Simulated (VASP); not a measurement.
# Zn (P-1) in VASP: notebook, part 2 of 2

VASP 6.6.1. The steps go on from the part before.

## 3. Electric field gradients, PBE (equal xy, yz and zx shear strains of -2 %)

File INCAR:

```
SYSTEM = Zn
  PREC = Accurate
  ENCUT = 520
  EDIFF = 1E-8
  ISMEAR = -1
  SIGMA = 0.03
  LREAL = .False.
  LASPH = .True.
  NELM = 100
  ALGO = Normal
  ISIF = 2
  LWAVE = .False.
  LCHARG = .False.
  GGA = PE
  LEFG = .True.
  NBANDS = 19
```

File KPOINTS:

```
Automatic mesh
0
Gamma
  18 18 8
  0 0 0
```

File POSCAR:

```
Zn
1.0
    2.6647980532     -0.0266479805     -0.0266479805
   -1.3554768547      2.3211068003     -0.0097538378
   -0.0494670000     -0.0494670000      4.9467000000
Zn
2
Direct
    0.3333333333      0.6666666667      0.2500000000
    0.6666666667      0.3333333333      0.7500000000
```

Potentials or basis: VASP PAW PBE potentials, release 64 (Zn).

Started as:

```
$ cat potpaw_PBE.64/Zn/POTCAR > POTCAR
$ mpirun -np 1 vasp_std > vasp.out
```

OUTCAR:

```text
SYSTEM = Zn
   PREC = Accurate
   ENCUT = 520
   EDIFF = 1E-8
   ISMEAR = -1
   LREAL = .False.
   LASPH = .True.
   NELM = 100
   ISIF = 2
   GGA = PE

 ion  position               nearest neighbor table
   1  0.333  0.667  0.250-   2 2.87   2 2.89   2 2.91   2 2.93   2 2.94   2 2.94
   2  0.667  0.333  0.750-   1 2.87   1 2.89   1 2.91   1 2.93   1 2.94   1 2.94

  LATTYP: Found a triclinic cell.
 ALAT       =     2.6420046118
 B/A-ratio  =     1.0087281861
 C/A-ratio  =     1.8725155222
 COS(alpha) =     0.0198960208
 COS(beta)  =     0.0274156886
 COS(gamma) =     0.4869832429

  Lattice vectors:

 A1 = (   1.3093211985,   2.2944588198,  -0.0364018183)
 A2 = (   2.6647980532,  -0.0266479805,  -0.0266479805)
 A3 = (   0.0494670000,   0.0494670000,  -4.9467000000)

Analysis of symmetry for initial positions (statically):
=====================================================================
 Subroutine PRICEL returns:
 Original cell was already a primitive cell.

 Routine SETGRP: Setting up the symmetry group for a
 triclinic supercell.

 Subroutine GETGRP returns: Found  2 space group operations
 (whereof  2 operations were pure point group operations)
 out of a pool of  2 trial point group operations.

The static configuration has the point symmetry S_2 .

Analysis of symmetry for dynamics (positions and initial velocities):
=====================================================================
 Subroutine PRICEL returns:
 Original cell was already a primitive cell.

 Routine SETGRP: Setting up the symmetry group for a
 triclinic supercell.

 Subroutine GETGRP returns: Found  2 space group operations
 (whereof  2 operations were pure point group operations)
 out of a pool of  2 trial point group operations.

The dynamic configuration has the point symmetry S_2 .

 Subroutine INISYM returns: Found  2 space group operations
 (whereof  2 operations are pure point group operations),
 and found     1 'primitive' translations

----------------------------------------------------------------------------------------

                                     Primitive cell

  volume of cell :      30.4119

  direct lattice vectors                    reciprocal lattice vectors
     2.664798053 -0.026647981 -0.026647981     0.377527693  0.220493249  0.005980209
    -1.355476855  2.321106800 -0.009753838     0.004377817  0.433403896  0.004377817
    -0.049467000 -0.049467000  4.946700000     0.002042382  0.002042382  0.202195820

  length of vectors
     2.665064520  2.687926602  4.947194645     0.437241574  0.433448114  0.202216449

  position of ions in fractional coordinates (direct lattice)
     0.333333333  0.666666667  0.250000000
     0.666666667  0.333333333  0.750000000

  ion indices of the primitive-cell ions
   primitive index   ion index
                 1           1
                 2           2

----------------------------------------------------------------------------------------

 KPOINTS: Automatic mesh

[... 72 lines left out ...]
   NFREE  =      0    steps in history (QN), initial steepest desc. (CG)
   ISIF   =      2    stress and relaxation
   ISYM   =      2    0-nonsym 1-usesym 2-fastsym
   POTIM  = 0.5000    time-step for ionic-motion
   TEBEG  =    0.0;   TEEND  =   0.0 temperature during run
   PSTRESS=    0.0 pullay stress
   NELECT =      24.0000    total number of electrons
   NUPDOWN=      -1.0000    fix difference up-down
   EMIN   =  10.00;   EMAX   =-10.00  energy-range for DOS
   EFERMI =   0.00;   METHOD = LEGACY
   ISMEAR =    -1;   SIGMA  =   0.03  broadening in eV -4-tet -1-fermi 0-gaus
   EFERMI_NEDOS =   21; number of points for ismear=-14 and -15
   IALGO  =     38    algorithm
   IMIX   =      4    mixing-type and parameters
     AMIX     =   0.40;   BMIX     =  1.00
     AMIX_MAG =   1.60;   BMIX_MAG =  1.00
  volume/ion in A,a.u.               =      15.21       102.61
  Fermi-wavevector in a.u.,A,eV,Ry     =   1.512855  2.858882 31.140075  2.288731
  Thomas-Fermi vector in A             =   2.622724
   LORBIT       =      0    0 simple, 1 ext, 2 COOP (PROOUT), +10 PAW based schemes
   GGA     = PE    functional components
   LHFCALC =     F    Hartree Fock is set to
   AEXX    =    0.0000 exact exchange contribution
   IVDW    =     0    specifies the selected vdW correction
   LEPSILON=     F    determine dielectric tensor
   LRPA    =     F    only Hartree local field effects (RPA)
 non-spin polarized calculation
  energy-cutoff  :      520.00
  volume of cell :       30.41
 maximum number of plane-waves:       839
   NGX =  9   NGY =  9   NGZ = 19

 number of electron      24.0000008 magnetization

 Free energy of the ion-electron system (eV)
  ---------------------------------------------------
  ext. energy  EPLUGINS =         0.00000000
  ---------------------------------------------------
  free energy    TOTEN  =        -2.21139860 eV

  energy without entropy =       -2.21005710  energy(sigma->0) =       -2.21072785

 E-fermi :   3.2246     XC(G=0): -11.5531

 val. band max:        3.2197991020   @ k =  -0.4444  -0.2222   0.2500
 cond. band min:       3.2334644182   @ k =   0.0556  -0.2778   0.1250
 fundamental gap:      0.0136653162
 Fermi energy:         3.2245939042

 k-point     1 :       0.0000    0.0000    0.0000
  band No.  band energies     occupation
      1      -7.2896      2.00000
      2      -5.4943      2.00000
      3      -4.8024      2.00000
      4      -4.6137      2.00000
      5      -4.5614      2.00000
      6      -4.5291      2.00000
[... 505 lines left out ...]
      6      -4.4089      2.00000
[... 11 lines left out ...]
     18      19.1978      0.00000
     19      19.3607      0.00000

 [... further k-points ...]

------------------------ aborting loop because EDIFF is reached ----------------------------------------

  FORCE on cell =-STRESS in cart. coord.  units (eV):
  Direction    XX          YY          ZZ          XY          YZ          ZX
  --------------------------------------------------------------------------------------
  -------------------------------------------------------------------------------------
  Total       -0.0676066     -0.0137433      0.1307196      0.1780158      0.1418124      0.1355995
  in kB       -3.5616885     -0.7240334      6.8866448      9.3783277      7.4710429      7.1437315
  external PRESSURE =       0.8669743 kB  Pullay stress =       0.0000000 kB

 VOLUME and BASIS-vectors are now :
 -----------------------------------------------------------------------------
  energy-cutoff  :      520.00
  volume of cell :       30.41
      direct lattice vectors                 reciprocal lattice vectors
     2.664798053 -0.026647981 -0.026647981     0.377527693  0.220493249  0.005980209
    -1.355476855  2.321106800 -0.009753838     0.004377817  0.433403896  0.004377817
    -0.049467000 -0.049467000  4.946700000     0.002042382  0.002042382  0.202195820

 POSITION                                       TOTAL-FORCE (eV/Angst)
 -----------------------------------------------------------------------------------
     -0.02775      1.52616      1.22129        -0.004955      0.000697      0.000458
      1.28761      0.71884      3.68901         0.004955     -0.000697     -0.000458
 -----------------------------------------------------------------------------------
    total drift:                                0.000000     -0.000000      0.000000

  FREE ENERGIE OF THE ION-ELECTRON SYSTEM (eV)
  ---------------------------------------------------
  free  energy   TOTEN  =        -2.2113986009 eV

  energy  without entropy=       -2.2100570953  energy(sigma->0) =       -2.21072785

 Electric field gradients (V/A^2)
---------------------------------------------------------------------
 ion       V_xx      V_yy      V_zz      V_xy      V_xz      V_yz
---------------------------------------------------------------------
   1     -17.248   -18.014    35.262    -4.073    -1.530    -1.477
   2     -17.248   -18.014    35.262    -4.073    -1.530    -1.477
---------------------------------------------------------------------

 Electric field gradients after diagonalization (V/A^2)
 (convention: |V_zz| > |V_xx| > |V_yy|)
----------------------------------------------------------------------
 ion       V_xx      V_yy      V_zz     asymmetry (V_yy - V_xx)/ V_zz
----------------------------------------------------------------------
   1     -21.801   -13.540    35.341       0.234
   2     -21.801   -13.540    35.341       0.234
----------------------------------------------------------------------

           NMR quadrupolar parameters

 Cq : quadrupolar parameter    Cq=e*Q*V_zz/h
 eta: asymmetry parameters     (V_yy - V_xx)/ V_zz
 Q  : nuclear electric quadrupole moment in mb (millibarn)
----------------------------------------------------------------------
 ion       Cq(MHz)       eta       Q (mb)
----------------------------------------------------------------------
   1       0.085       0.234       1.000
   2       0.085       0.234       1.000
----------------------------------------------------------------------
```

stdout:

```text
POSCAR found type information on POSCAR Zn
 POSCAR found :  1 types and       2 ions
 scaLAPACK will be used
 LDA part: xc-table for (Slater+PW92), standard interpolation
 POSCAR, INCAR and KPOINTS ok, starting setup
 FFT: planning ... GRIDC
 FFT: planning ... GRID_SOFT
 FFT: planning ... GRID
 WAVECAR not read
 entering main loop
ion   1
     0.0000468    -0.1270734     0.0198138     1.9303823     0.0126352    -0.0056616
     0.0000645    -0.1270734     0.0198138     1.9303823     0.0126352    -0.0056616
     0.0000888    -0.1270734     0.0198138     1.9303822     0.0126352    -0.0056616
     0.0001223    -0.1270734     0.0198138     1.9303821     0.0126352    -0.0056616

     0.0000468     3.8257329     1.3760949   -28.5095692     1.4248666    -0.3575485
     0.0000645     3.8256549     1.3760777   -28.5088419     1.4248476    -0.3575442
     0.0000888     3.8255272     1.3760500   -28.5076440     1.4248169    -0.3575373
     0.0001223     3.8253191     1.3760056   -28.5056806     1.4247675    -0.3575261

ion   2
     0.0000468    -0.1270734     0.0198138     1.9303823     0.0126352    -0.0056616
     0.0000645    -0.1270734     0.0198138     1.9303823     0.0126352    -0.0056616
     0.0000888    -0.1270734     0.0198138     1.9303822     0.0126352    -0.0056616
     0.0001223    -0.1270734     0.0198138     1.9303821     0.0126352    -0.0056616

     0.0000468     3.8257329     1.3760949   -28.5095692     1.4248666    -0.3575485
     0.0000645     3.8256549     1.3760777   -28.5088419     1.4248476    -0.3575442
     0.0000888     3.8255272     1.3760500   -28.5076440     1.4248169    -0.3575373
     0.0001223     3.8253191     1.3760056   -28.5056806     1.4247675    -0.3575261
```

Run time: 12 min. Hardware: 1 thread of Oxide Virtual Turin-like, shared host; peak memory 0.61 GiB.

Results:

| Item | Value |
| --- | --- |
| Free energy | -2.2114 eV |
| Pressure | 0.1 GPa |
| Largest force | 0.005 eV/Å |
| Band gap on the k mesh | zero (bands 12 and 13 overlap by 4.72 eV) |
| Largest electric field gradient by atom | Zn +35.3 V/Å² |

Forces on the atoms (eV/Å):
```
Zn  -0.005  0.001  0.000
Zn   0.005 -0.001  0.000
```

Levels at points of the mesh, in eV from the Fermi level:
```tsv
k point	band 9	band 10	band 11	band 12	band 13	band 14	band 15	band 16
(0.00, 0.00, 0.00)	-7.41	-7.22	-7.20	-3.74	-3.15	13.52	16.97	17.18
(0.50, 0.00, 0.00)	-7.03	-7.01	-2.85	-2.14	2.51	3.71	4.05	5.81
(0.00, 0.50, 0.00)	-7.03	-7.01	-2.95	-2.28	2.44	3.51	3.93	5.65
(0.50, 0.50, 0.00)	-7.04	-7.02	-3.05	-2.41	2.39	3.30	3.81	5.49
(0.00, 0.00, 0.50)	-7.32	-7.31	-7.28	-7.27	4.48	4.49	18.13	18.34
(0.50, 0.00, 0.50)	-7.02	-7.01	-2.03	-1.73	-0.05	0.40	9.60	10.72
(0.00, 0.50, 0.50)	-7.03	-7.02	-2.08	-1.87	-0.16	0.18	9.62	10.44
(0.50, 0.50, 0.50)	-7.03	-7.03	-2.11	-2.03	-0.22	-0.09	9.76	10.06
```

Electric field gradients, principal values (V/Å²):
```csv
atom,least,middle,greatest (by size)
1 Zn,-13.540,-21.801,35.341
2 Zn,-13.540,-21.801,35.341
```

Caveat: the cell differs from its parent crystal (equal xy, yz and zx shear strains of -2 %); without QUAD_EFG the Cq values of the log hold for a quadrupole moment of 1 mb, not for the nuclei.
